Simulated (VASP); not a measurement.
# F (C2/m) in VASP: a series of runs

F is run at these levels: PBEsol; tasks: single point.

All numbers are computed with VASP 6.6.1; they aren't measurements. Logs are shortened: lines on timing, memory, paths and dates and some standing lists are left out, and cuts for length are marked.

**1. The cell of the first run**

It takes space group C2/m (No. 12, monoclinic). Conventional cell: a = 6.497 Å, b = 3.723 Å, c = 7.843 Å, α = 90.00°, β = 112.50°, γ = 90.00°. F (site symmetry m) has 1 F at 1.65 Å within 2.2 Å. Within 2.0 Å of F (site symmetry m) lie 1 F at 1.46 Å.

**2. Single point, PBEsol**

INCAR

```
ALGO = Normal
EDIFF = 1E-7
ENCUT = 520
GGA = PS
ISIF = 2
ISMEAR = 0
LASPH = T
LCHARG = T
LELF = T
LREAL = F
LVHAR = T
LWAVE = F
NBANDS = 22
NELM = 60
PREC = Accurate
SIGMA = 0.05
```

KPOINTS

```
k-points
0
Gamma
  4 4 2
```

POSCAR

```
F
1.0
    3.2389009936     -1.8615074069     -0.2498119861
    3.2389009936      1.8615074069     -0.2498119861
   -2.4354061261      0.0000000000      7.4548272690
F
4
Direct
    0.0848459664      0.0848459664      0.1099880702
    0.9151540336      0.9151540336      0.8900119298
    0.5015719855      0.5015719855      0.5937195244
    0.4984280145      0.4984280145      0.4062804756
```

Potentials or basis: VASP PAW PBE potentials, release 64 (F).

Command:

```bash
$ cat potpaw_PBE.64/F/POTCAR > POTCAR
$ mpirun -np 1 vasp_std > vasp.out
```

OUTCAR:

```text
EDIFF = 1E-7
   ENCUT = 520
   GGA = PS
   ISIF = 2
   ISMEAR = 0
   LASPH = T
   LREAL = F
   NELM = 60
   PREC = Accurate

 ion  position               nearest neighbor table
   1  0.085  0.085  0.110-   2 1.65
   2  0.915  0.915  0.890-   1 1.65
   3  0.502  0.502  0.594-   4 1.46
   4  0.498  0.498  0.406-   3 1.46

  LATTYP: Found a base centered monoclinic cell.
 ALAT       =     6.4970410726
 B/A-ratio  =     0.5730323654
 C/A-ratio  =     1.2070962569
 COS(beta)  =    -0.3827161857

  Lattice vectors:

 A1 = (   3.2389009936,  -1.8615074069,  -0.2498119861)
 A2 = (   3.2389009936,   1.8615074069,  -0.2498119861)
 A3 = (  -2.4354061261,   0.0000000000,   7.4548272690)

Analysis of symmetry for initial positions (statically):
=====================================================================
 Subroutine PRICEL returns:
 Original cell was already a primitive cell.

 Routine SETGRP: Setting up the symmetry group for a
 base centered monoclinic supercell.

 Subroutine GETGRP returns: Found  4 space group operations
 (whereof  4 operations were pure point group operations)
 out of a pool of  4 trial point group operations.

The static configuration has the point symmetry C_2h.

Analysis of symmetry for dynamics (positions and initial velocities):
=====================================================================
 Subroutine PRICEL returns:
 Original cell was already a primitive cell.

 Routine SETGRP: Setting up the symmetry group for a
 base centered monoclinic supercell.

 Subroutine GETGRP returns: Found  4 space group operations
 (whereof  4 operations were pure point group operations)
 out of a pool of  4 trial point group operations.

The dynamic configuration has the point symmetry C_2h.

 Subroutine INISYM returns: Found  4 space group operations
 (whereof  4 operations are pure point group operations),
 and found     1 'primitive' translations

----------------------------------------------------------------------------------------

                                     Primitive cell

  volume of cell :      87.6288

[... 74 lines left out ...]
   ICHARG =      2    charge: 1-file 2-atom 10-const
   ISPIN  =      1    spin polarized calculation?
   LNONCOLLINEAR =      F non collinear calculations
   LSORBIT =      F    spin-orbit coupling
   LASPH  =      T    aspherical Exc in radial PAW
   ENCUT  =  520.0 eV  38.22 Ry    6.18 a.u.   6.96  6.96 14.58*2*pi/ulx,y,z
   NELM   =     60;   NELMIN=  2; NELMDL= -5     # of ELM steps
   EDIFF  = 0.1E-06   stopping-criterion for ELM
   LREAL  =      F    real-space projection
   EDIFFG = 0.1E-05   stopping-criterion for IOM
   NSW    =      0    number of steps for IOM
   IBRION =     -1    ionic relax: 0-MD 1-quasi-New 2-CG
   NFREE  =      0    steps in history (QN), initial steepest desc. (CG)
   ISIF   =      2    stress and relaxation
   ISYM   =      2    0-nonsym 1-usesym 2-fastsym
   POTIM  = 0.5000    time-step for ionic-motion
   TEBEG  =    0.0;   TEEND  =   0.0 temperature during run
   PSTRESS=    0.0 pullay stress
   NELECT =      28.0000    total number of electrons
   NUPDOWN=      -1.0000    fix difference up-down
   EMIN   =  10.00;   EMAX   =-10.00  energy-range for DOS
   EFERMI =   0.00;   METHOD = LEGACY
   ISMEAR =     0;   SIGMA  =   0.05  broadening in eV -4-tet -1-fermi 0-gaus
   EFERMI_NEDOS =   21; number of points for ismear=-14 and -15
   IALGO  =     38    algorithm
   IMIX   =      4    mixing-type and parameters
     AMIX     =   0.40;   BMIX     =  1.00
     AMIX_MAG =   1.60;   BMIX_MAG =  1.00
  volume/ion in A,a.u.               =      21.91       147.84
  Fermi-wavevector in a.u.,A,eV,Ry     =   1.119211  2.115002 17.043104  1.252633
  Thomas-Fermi vector in A             =   2.255848
   LORBIT       =      0    0 simple, 1 ext, 2 COOP (PROOUT), +10 PAW based schemes
   GGA     = PS    functional components
   LHFCALC =     F    Hartree Fock is set to
   AEXX    =    0.0000 exact exchange contribution
   IVDW    =     0    specifies the selected vdW correction
   LEPSILON=     F    determine dielectric tensor
   LRPA    =     F    only Hartree local field effects (RPA)
 non-spin polarized calculation
 Gauss-broadening in eV      SIGMA  =   0.05
  energy-cutoff  :      520.00
  volume of cell :       87.63
 maximum number of plane-waves:      2382
   NGX = 13   NGY = 13   NGZ = 29

 number of electron      27.9999984 magnetization

 Free energy of the ion-electron system (eV)
  ---------------------------------------------------
  ext. energy  EPLUGINS =         0.00000000
  ---------------------------------------------------
  free energy    TOTEN  =        -7.10306128 eV

  energy without entropy =       -7.10306128  energy(sigma->0) =       -7.10306128

 E-fermi :  -6.4450     XC(G=0):  -6.3196

 val. band max:       -6.7761593551   @ k =   0.5000   0.5000  -0.0000
 cond. band min:      -5.6315197965   @ k =   0.0000   0.0000   0.0000
 fundamental gap:      1.1446395586
 Fermi energy:        -6.4450460816

 k-point     1 :       0.0000    0.0000    0.0000
  band No.  band energies     occupation
      1     -30.7864      2.00000
      2     -28.6228      2.00000
      3     -25.6104      2.00000
      4     -25.2321      2.00000
      5     -12.6606      2.00000
      6     -11.2982      2.00000
[... 339 lines left out ...]
     21       8.1543      0.00000
     22       8.1740      0.00000

------------------------ aborting loop because EDIFF is reached ----------------------------------------

  FORCE on cell =-STRESS in cart. coord.  units (eV):
  Direction    XX          YY          ZZ          XY          YZ          ZX
  --------------------------------------------------------------------------------------
  -------------------------------------------------------------------------------------
  Total       -1.4430113     -0.2906823     -8.6817030      0.0000000      0.0000000     -1.5893277
  in kB      -26.3835635     -5.3147430   -158.7335176      0.0000000      0.0000000    -29.0587662
  external PRESSURE =     -63.4772747 kB  Pullay stress =       0.0000000 kB

 VOLUME and BASIS-vectors are now :
 -----------------------------------------------------------------------------
  energy-cutoff  :      520.00
  volume of cell :       87.63
      direct lattice vectors                 reciprocal lattice vectors
     3.238900994 -1.861507407 -0.249811986     0.158363645 -0.268599522  0.051735577
     3.238900994  1.861507407 -0.249811986     0.158363645  0.268599522  0.051735577
    -2.435406126  0.000000000  7.454827269     0.010613562  0.000000000  0.137608599

 POSITION                                       TOTAL-FORCE (eV/Angst)
 -----------------------------------------------------------------------------------
      0.28175      0.00000      0.77755        -1.332188      0.000000     -3.810782
      3.76065      0.00000      6.17765         1.332188      0.000000      3.810782
      1.80314      0.00000      4.17548         0.549196      0.000000     -1.540549
      2.23926      0.00000      2.77972        -0.549196      0.000000      1.540549
 -----------------------------------------------------------------------------------
    total drift:                               -0.000000      0.000000      0.000000

  FREE ENERGIE OF THE ION-ELECTRON SYSTEM (eV)
  ---------------------------------------------------
  free  energy   TOTEN  =        -7.1030612822 eV

  energy  without entropy=       -7.1030612822  energy(sigma->0) =       -7.10306128
```

stdout:

```text
POSCAR found type information on POSCAR F
 POSCAR found :  1 types and       4 ions
 scaLAPACK will be used
 -----------------------------------------------------------------------------
|                                                                             |
|                                                                             |
|     You enforced a specific xc type in the INCAR file but a different       |
|     I HOPE YOU KNOW WHAT YOU ARE DOING!                                     |
|                                                                             |
 -----------------------------------------------------------------------------

 LDA part: xc-table for (Slater+PW92), standard interpolation
 POSCAR, INCAR and KPOINTS ok, starting setup
 FFT: planning ... GRIDC
 FFT: planning ... GRID_SOFT
 FFT: planning ... GRID
 WAVECAR not read
 entering main loop
```

Wall time 64 s (1 thread of Intel Xeon 8259CL, shared host); peak memory 0.19 GiB.

What came out:

- Free energy: -7.1031 eV
- Pressure: -6.3 GPa
- Largest force: 4.037 eV/Å
- Band gap on the k mesh: 1.14 eV, indirect (least direct gap 1.20 eV)

Forces in eV/Å, atoms in the order of the input:
```
F   -1.332  0.000 -3.811
F    1.332  0.000  3.811
F    0.549  0.000 -1.541
F   -0.549  0.000  1.541
```

Caveat: the k points lie up to 0.50 Å⁻¹ apart; the PAW data sets were made with another functional, which shifts forces and pressure a little.

**3. Single point, PBEsol**

This run uses another cell than the first one, of 17.60 Å³/atom, 0.804 times its volume.

INCAR

```
SYSTEM = F
ALGO = Normal
EDIFF = 1E-6
ENCUT = 520
GGA = PS
ISIF = 2
ISMEAR = 0
LASPH = .TRUE.
LCHARG = .TRUE.
LELF = .TRUE.
LREAL = .FALSE.
LVHAR = .TRUE.
LWAVE = .FALSE.
NBANDS = 22
NELM = 60
PREC = Accurate
SIGMA = 0.05
```

KPOINTS

```
k-points
0
G
  4 4 2
  0 0 0
```

POSCAR

```
F
1.0
    3.0111171686     -1.7305922359     -0.2322433325
    3.0111171686      1.7305922359     -0.2322433325
   -2.2641300902      0.0000000000      6.9305478688
F
4
Direct
    0.0848459664      0.0848459664      0.1139841296
    0.9151540336      0.9151540336      0.8860158704
    0.5015719855      0.5015719855      0.5937195244
    0.4984280145      0.4984280145      0.4062804756
```

Potentials or basis: VASP PAW PBE potentials, release 64 (F).

Command:

```bash
$ cat potpaw_PBE.64/F/POTCAR > POTCAR
$ mpirun -np 1 vasp_std > vasp.out
```

It took 11 s on 1 thread of Intel Xeon Platinum 8559C (Emerald Rapids), shared host; peak memory 0.18 GiB.

The run converged. Its results:

* Free energy: -7.3906 eV
* Pressure: -2.4 GPa
* Largest force: 3.373 eV/Å
* Band gap on the k mesh: 1.46 eV, indirect (least direct gap 1.54 eV)

Forces in eV/Å, atoms in the order of the input:
```
F   -0.987  0.000 -3.226
F    0.987  0.000  3.226
F   -0.577  0.000  2.107
F    0.577  0.000 -2.107
```

Stress tensor (GPa, compression positive):
```
-1.43  0.00 -5.73
 0.00 -0.46  0.00
-5.73  0.00 -5.39
```

Levels at points of the mesh, in eV from the valence-band top:
| k point | band 11 | band 12 | band 13 | band 14 | band 15 | band 16 | band 17 | band 18 |
| --- | --- | --- | --- | --- | --- | --- | --- | --- |
| (0.00, 0.00, 0.00) | -0.45 | -0.23 | -0.12 | -0.08 | 1.46 | 3.99 | 8.98 | 11.43 |
| (0.50, 0.00, 0.00) | -0.51 | -0.43 | -0.30 | -0.28 | 1.64 | 4.02 | 12.99 | 13.35 |
| (0.50, 0.50, 0.00) | -0.56 | -0.41 | -0.19 | 0.00 | 1.57 | 3.99 | 13.17 | 13.52 |
| (0.00, 0.00, 0.50) | -0.33 | -0.24 | -0.20 | -0.15 | 1.53 | 3.90 | 9.69 | 10.06 |
| (0.50, 0.00, 0.50) | -0.65 | -0.47 | -0.25 | -0.05 | 1.56 | 4.01 | 13.02 | 13.89 |
| (0.50, 0.50, 0.50) | -0.49 | -0.46 | -0.24 | -0.15 | 1.65 | 4.01 | 12.95 | 13.13 |

Caveat: the k points lie up to 0.53 Å⁻¹ apart; the PAW data sets were made with another functional, which shifts forces and pressure a little. Expect the measured gap to be larger: semilocal functionals such as PBEsol lack the derivative discontinuity.
